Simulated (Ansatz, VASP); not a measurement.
In: VASP beside Ansatz

The input POSCAR:

```
In
1.0
   -1.8698904617      1.8698904617      1.8698904617
    1.8698904617     -1.8698904617      1.8698904617
    1.8698904617      1.8698904617     -1.8698904617
In
1
Direct
    0.0000000000      0.0000000000      0.0000000000
```

INCAR.step1

```
SYSTEM = In
ALGO = Normal
EDIFF = 1E-5
ENCUT = 520
GGA = PE
ISIF = 2
ISMEAR = -1
LASPH = .True.
LCHARG = .False.
LREAL = .False.
LWAVE = .True.
NBANDS = 12
NELM = 80
PREC = Accurate
SIGMA = 0.05
```

INCAR.step2

```
SYSTEM = In
ALGO = Normal
EDIFF = 1E-6
ENCUT = 520
GGA = PE
HFSCREEN = 0.2079
ISIF = 2
ISMEAR = -1
ISTART = 1
LASPH = .True.
LCHARG = .False.
LHFCALC = .True.
LREAL = .False.
LWAVE = .False.
NBANDS = 12
NELM = 80
PREC = Accurate
PRECFOCK = Normal
SIGMA = 0.05
```

File KPOINTS:

```
k-points
0
Gamma
  6 6 6
  0 0 0
```

Contents of input:

```
crystal:
  lattice:
    - [-1.8698904617, 1.8698904617, 1.8698904617]
    - [1.8698904617, -1.8698904617, 1.8698904617]
    - [1.8698904617, 1.8698904617, -1.8698904617]
  atoms:
    - { symbol: In, position: [0.0, 0.0, 0.0] }
hamiltonian:
  xc: hse06
  pseudopotentials: { kind: paw }
kpoints:
  mp_grid: { grid: [6, 6, 6] }
scf:
  occupations: { method: fermi_dirac, width: 0.05 }
output:
  forces: true
  stress: true
  eigenvalues: true
  write_density: true
  write_potential: true
  elf: true
  volumetric_format: npy
```

Alike in both runs: task single point; functional HSE06; k mesh 6 × 6 × 6; occupations fermi-dirac, width 0.05 eV; no spin polarisation.

```csv
,VASP,Ansatz
version,VASP 6.6.1,Ansatz 0.2.0
potentials or method,"VASP PAW PBE potentials, release 64 (In_d)",Ansatz PAW
plane-wave cutoff (eV),520,420
valence electrons in the cell,13,13
```

|  | VASP | Ansatz | Ansatz less VASP |
| --- | --- | --- | --- |
| gap on the k mesh at the Fermi level (eV) | none | none | - |
| pressure (GPa) | 0.1 | 0.5 | +0.38 |

A gap of «none» marks a metal or a gap that the smearing closes.

The k mesh is coarse, so the values compare programs but aren't converged.
